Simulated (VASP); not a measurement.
# S (Pm-3m) in VASP: notebook

S is run at these levels: PBE; tasks: single point.

Program: VASP 6.6.1. These are calculated values, not measurements. Logs are shortened: lines on timing, memory, paths and dates and some standing lists are left out, and cuts for length are marked.

### Step 1. The cell of the first run

It takes space group Pm-3m (No. 221, cubic). The conventional cell has a = 1.902 Å, b = 1.902 Å, c = 1.902 Å, α = 90.00°, β = 90.00°, γ = 90.00°. S (site symmetry m-3m) has 6 S at 1.90 Å within 2.5 Å.

### Step 2. Single point, PBE (volume scaled by 0.4)

File INCAR:

```
ALGO = Normal
EDIFF = 1E-6
ENCUT = 520
GGA = PE
ISIF = 2
ISMEAR = -1
LASPH = True
LCHARG = False
LREAL = False
LWAVE = False
NBANDS = 9
NELM = 100
PREC = Accurate
SIGMA = 0.1
```

File KPOINTS:

```
k-points
0
Gamma
  14 14 14
```

File POSCAR:

```
S
1.0
    1.9023662446      0.0000000000      0.0000000000
    0.0000000000      1.9023662446      0.0000000000
    0.0000000000      0.0000000000      1.9023662446
S
1
Direct
    0.0000000000      0.0000000000      0.0000000000
```

Potentials or basis: VASP PAW PBE potentials, release 64 (S).

On the command line:

```bash
cat potpaw_PBE.64/S/POTCAR > POTCAR
mpirun -np 1 vasp_std > vasp.out
```

OUTCAR:

```text
EDIFF = 1E-6
   ENCUT = 520
   GGA = PE
   ISIF = 2
   ISMEAR = -1
   LASPH = True
   LREAL = False
   NELM = 100
   PREC = Accurate

 ion  position               nearest neighbor table
   1  0.000  0.000  0.000-

  LATTYP: Found a simple cubic cell.
 ALAT       =     1.9023662446

  Lattice vectors:

 A1 = (   1.9023662446,   0.0000000000,   0.0000000000)
 A2 = (   0.0000000000,   1.9023662446,   0.0000000000)
 A3 = (   0.0000000000,   0.0000000000,   1.9023662446)

Analysis of symmetry for initial positions (statically):
=====================================================================
 Subroutine PRICEL returns:
 Original cell was already a primitive cell.

 Routine SETGRP: Setting up the symmetry group for a
 simple cubic supercell.

 Subroutine GETGRP returns: Found 48 space group operations
 (whereof 48 operations were pure point group operations)
 out of a pool of 48 trial point group operations.

The static configuration has the point symmetry O_h .

Analysis of symmetry for dynamics (positions and initial velocities):
=====================================================================
 Subroutine PRICEL returns:
 Original cell was already a primitive cell.

 Routine SETGRP: Setting up the symmetry group for a
 simple cubic supercell.

 Subroutine GETGRP returns: Found 48 space group operations
 (whereof 48 operations were pure point group operations)
 out of a pool of 48 trial point group operations.

The dynamic configuration has the point symmetry O_h .

 Subroutine INISYM returns: Found 48 space group operations
 (whereof 48 operations are pure point group operations),
 and found     1 'primitive' translations

----------------------------------------------------------------------------------------

                                     Primitive cell

  volume of cell :       6.8847

  direct lattice vectors                    reciprocal lattice vectors
     1.902366245  0.000000000  0.000000000     0.525661135  0.000000000  0.000000000
     0.000000000  1.902366245  0.000000000     0.000000000  0.525661135  0.000000000
     0.000000000  0.000000000  1.902366245     0.000000000  0.000000000  0.525661135

  length of vectors
     1.902366245  1.902366245  1.902366245     0.525661135  0.525661135  0.525661135

  position of ions in fractional coordinates (direct lattice)
     0.000000000  0.000000000  0.000000000

  ion indices of the primitive-cell ions
   primitive index   ion index
                 1           1
[... 74 lines left out ...]
   EDIFFG = 0.1E-04   stopping-criterion for IOM
   NSW    =      0    number of steps for IOM
   IBRION =     -1    ionic relax: 0-MD 1-quasi-New 2-CG
   NFREE  =      0    steps in history (QN), initial steepest desc. (CG)
   ISIF   =      2    stress and relaxation
   ISYM   =      2    0-nonsym 1-usesym 2-fastsym
   POTIM  = 0.5000    time-step for ionic-motion
   TEBEG  =    0.0;   TEEND  =   0.0 temperature during run
   PSTRESS=    0.0 pullay stress
   NELECT =       6.0000    total number of electrons
   NUPDOWN=      -1.0000    fix difference up-down
   EMIN   =  10.00;   EMAX   =-10.00  energy-range for DOS
   EFERMI =   0.00;   METHOD = LEGACY
   ISMEAR =    -1;   SIGMA  =   0.10  broadening in eV -4-tet -1-fermi 0-gaus
   EFERMI_NEDOS =   21; number of points for ismear=-14 and -15
   IALGO  =     38    algorithm
   IMIX   =      4    mixing-type and parameters
     AMIX     =   0.40;   BMIX     =  1.00
     AMIX_MAG =   1.60;   BMIX_MAG =  1.00
  volume/ion in A,a.u.               =       6.88        46.46
  Fermi-wavevector in a.u.,A,eV,Ry     =   1.563740  2.955039 33.270077  2.445282
  Thomas-Fermi vector in A             =   2.666466
   LORBIT       =      0    0 simple, 1 ext, 2 COOP (PROOUT), +10 PAW based schemes
   GGA     = PE    functional components
   LHFCALC =     F    Hartree Fock is set to
   AEXX    =    0.0000 exact exchange contribution
   IVDW    =     0    specifies the selected vdW correction
   LEPSILON=     F    determine dielectric tensor
   LRPA    =     F    only Hartree local field effects (RPA)
 non-spin polarized calculation
  energy-cutoff  :      520.00
  volume of cell :        6.88
 maximum number of plane-waves:       196
   NGX =  7   NGY =  7   NGZ =  7

 number of electron       5.9999996 magnetization

 Free energy of the ion-electron system (eV)
  ---------------------------------------------------
  ext. energy  EPLUGINS =         0.00000000
  ---------------------------------------------------
  free energy    TOTEN  =         1.69355262 eV

  energy without entropy =        1.69974049  energy(sigma->0) =        1.69664656

 E-fermi :  25.0537     XC(G=0): -15.2513

 val. band max:       24.9696744762   @ k =   0.2857   0.2857   0.2857
 cond. band min:      25.1463536441   @ k =   0.4286   0.3571   0.2143
 fundamental gap:      0.1766791680
 Fermi energy:        25.0536570643

 k-point     1 :       0.0000    0.0000    0.0000
  band No.  band energies     occupation
      1      -5.1421      2.00000
      2      28.4560      0.00000
      3      28.4560      0.00000
      4      30.5839      0.00000
      5      30.5839      0.00000
      6      30.5839      0.00000
      7      47.0619      0.00000
      8      60.0025      0.00000
      9      60.0025      0.00000
[... 265 lines left out ...]
 k-point    24 :       0.3571    0.2143    0.0000
  band No.  band energies     occupation
      1       1.3777      2.00000
      2      11.8261      2.00000
      3      22.1123      2.00000
      4      33.0627      0.00000
      5      35.8432      0.00000
      6      41.6714      0.00000
      7      46.4006      0.00000
      8      51.3506      0.00000
      9      54.8313      0.00000

 [... further k-points ...]

------------------------ aborting loop because EDIFF is reached ----------------------------------------

  FORCE on cell =-STRESS in cart. coord.  units (eV):
  Direction    XX          YY          ZZ          XY          YZ          ZX
  --------------------------------------------------------------------------------------
  -------------------------------------------------------------------------------------
  Total       14.1698990     14.1698990     14.1698990      0.0000000      0.0000000     -0.0000000
  in kB     3297.5769740   3297.5769740   3297.5769740      0.0000000      0.0000000     -0.0000000
  external PRESSURE =    3297.5769740 kB  Pullay stress =       0.0000000 kB

 VOLUME and BASIS-vectors are now :
 -----------------------------------------------------------------------------
  energy-cutoff  :      520.00
  volume of cell :        6.88
      direct lattice vectors                 reciprocal lattice vectors
     1.902366245  0.000000000  0.000000000     0.525661135  0.000000000  0.000000000
     0.000000000  1.902366245  0.000000000     0.000000000  0.525661135  0.000000000
     0.000000000  0.000000000  1.902366245     0.000000000  0.000000000  0.525661135

 POSITION                                       TOTAL-FORCE (eV/Angst)
 -----------------------------------------------------------------------------------
      0.00000      0.00000      0.00000         0.000000      0.000000      0.000000
 -----------------------------------------------------------------------------------
    total drift:                                0.000000      0.000000      0.000000

  FREE ENERGIE OF THE ION-ELECTRON SYSTEM (eV)
  ---------------------------------------------------
  free  energy   TOTEN  =         1.6935526234 eV

  energy  without entropy=        1.6997404907  energy(sigma->0) =        1.69664656
```

Wall time 1.7 s (1 thread of Intel Xeon 6975P-C (Granite Rapids), shared host); peak memory 0.11 GiB.

What came out:

* Free energy: 1.6936 eV
* Pressure: 329.8 GPa
* Band gap on the k mesh: zero (band 3 reaches 32.86 eV, above the bottom of band 4 at 18.73 eV)

Levels at points of the mesh, in eV from the Fermi level:
```tsv
k point	band 1	band 2	band 3	band 4	band 5	band 6
(0.00, 0.00, 0.00)	-30.20	3.40	3.40	5.53	5.53	5.53
(0.50, 0.00, 0.00)	-21.75	-19.72	7.80	11.68	11.68	16.40
(0.50, 0.50, 0.00)	-13.27	-13.27	-12.14	-6.32	17.80	20.96
(0.50, 0.50, 0.50)	-7.21	-7.21	-7.21	-0.14	-0.14	-0.14
```

### Step 3. Single point, PBE (volume scaled by 0.4)

File INCAR:

```
SYSTEM = S
PREC     = Accurate       ! precision mode
ENCUT    = 520            ! plane-wave cutoff, eV
EDIFF    = 1E-6           ! SCF threshold, eV
ISMEAR   = -1             ! smearing method
SIGMA    = 0.1            ! smearing width, eV
LREAL    = .False.        ! projectors in reciprocal space
LASPH    = .True.         ! aspherical terms in the spheres
NELM     = 80             ! most SCF steps
ALGO     = Normal         ! electronic algorithm
ISIF     = 2              ! what is computed and relaxed
LWAVE    = .False.        ! write WAVECAR
LCHARG   = .True.         ! write CHGCAR
GGA      = PE             ! functional
LELF     = .True.         ! ELF
LVHAR    = .True.       
NBANDS   = 9              ! bands
```

File KPOINTS:

```
Automatic mesh
0
Gamma
  14 14 14
  0 0 0
```

POSCAR is that of step 2.

Potentials or basis: VASP PAW PBE potentials, release 64 (S).

On the command line:

```bash
cat potpaw_PBE.64/S/POTCAR > POTCAR
mpirun -np 1 vasp_std > vasp.out
```

OUTCAR:

```text
SYSTEM = S
   PREC = Accurate
   ENCUT = 520
   EDIFF = 1E-6
   ISMEAR = -1
   LREAL = .False.
   LASPH = .True.
   NELM = 80
   ISIF = 2
   GGA = PE

 ion  position               nearest neighbor table
   1  0.000  0.000  0.000-

  LATTYP: Found a simple cubic cell.
 ALAT       =     1.9023662446

  Lattice vectors:

 A1 = (   1.9023662446,   0.0000000000,   0.0000000000)
 A2 = (   0.0000000000,   1.9023662446,   0.0000000000)
 A3 = (   0.0000000000,   0.0000000000,   1.9023662446)

Analysis of symmetry for initial positions (statically):
=====================================================================
 Subroutine PRICEL returns:
 Original cell was already a primitive cell.

 Routine SETGRP: Setting up the symmetry group for a
 simple cubic supercell.

 Subroutine GETGRP returns: Found 48 space group operations
 (whereof 48 operations were pure point group operations)
 out of a pool of 48 trial point group operations.

The static configuration has the point symmetry O_h .

[... 160 lines left out ...]
 cond. band min:      25.1463536441   @ k =   0.4286   0.3571   0.2143
 fundamental gap:      0.1766791680
 Fermi energy:        25.0536570643

 k-point     1 :       0.0000    0.0000    0.0000
  band No.  band energies     occupation
      1      -5.1421      2.00000
      2      28.4560      0.00000
      3      28.4560      0.00000
      4      30.5839      0.00000
      5      30.5839      0.00000
      6      30.5839      0.00000
      7      47.0619      0.00000
      8      60.0025      0.00000
      9      60.0025      0.00000
[... 265 lines left out ...]
 k-point    24 :       0.3571    0.2143    0.0000
  band No.  band energies     occupation
      1       1.3777      2.00000
      2      11.8261      2.00000
      3      22.1123      2.00000
      4      33.0627      0.00000
      5      35.8432      0.00000
      6      41.6714      0.00000
      7      46.4006      0.00000
      8      51.3506      0.00000
      9      54.8313      0.00000

 [... further k-points ...]

------------------------ aborting loop because EDIFF is reached ----------------------------------------

  FORCE on cell =-STRESS in cart. coord.  units (eV):
  Direction    XX          YY          ZZ          XY          YZ          ZX
  --------------------------------------------------------------------------------------
  -------------------------------------------------------------------------------------
  Total       14.1698990     14.1698990     14.1698990      0.0000000      0.0000000     -0.0000000
  in kB     3297.5769740   3297.5769740   3297.5769740      0.0000000      0.0000000     -0.0000000
  external PRESSURE =    3297.5769740 kB  Pullay stress =       0.0000000 kB

 VOLUME and BASIS-vectors are now :
 -----------------------------------------------------------------------------
  energy-cutoff  :      520.00
  volume of cell :        6.88
      direct lattice vectors                 reciprocal lattice vectors
     1.902366245  0.000000000  0.000000000     0.525661135  0.000000000  0.000000000
     0.000000000  1.902366245  0.000000000     0.000000000  0.525661135  0.000000000
     0.000000000  0.000000000  1.902366245     0.000000000  0.000000000  0.525661135

 POSITION                                       TOTAL-FORCE (eV/Angst)
 -----------------------------------------------------------------------------------
      0.00000      0.00000      0.00000         0.000000      0.000000      0.000000
 -----------------------------------------------------------------------------------
    total drift:                                0.000000      0.000000      0.000000

  FREE ENERGIE OF THE ION-ELECTRON SYSTEM (eV)
  ---------------------------------------------------
  free  energy   TOTEN  =         1.6935526234 eV

  energy  without entropy=        1.6997404907  energy(sigma->0) =        1.69664656
```

stdout:

```text
POSCAR found type information on POSCAR S
 POSCAR found :  1 types and       1 ions
 scaLAPACK will be used
 LDA part: xc-table for (Slater+PW92), standard interpolation
 POSCAR, INCAR and KPOINTS ok, starting setup
 FFT: planning ... GRIDC
 FFT: planning ... GRID_SOFT
 FFT: planning ... GRID
 WAVECAR not read
 entering main loop
```

Run time: 1.9 s. Hardware: 1 thread of Intel Xeon 6975P-C (Granite Rapids), shared host; peak memory 0.11 GiB.

What came out:

- Free energy: 1.6936 eV
- Pressure: 329.8 GPa
- Band gap on the k mesh: zero (band 3 reaches 32.86 eV, above the bottom of band 4 at 18.73 eV)

[end of part 1 of 2]
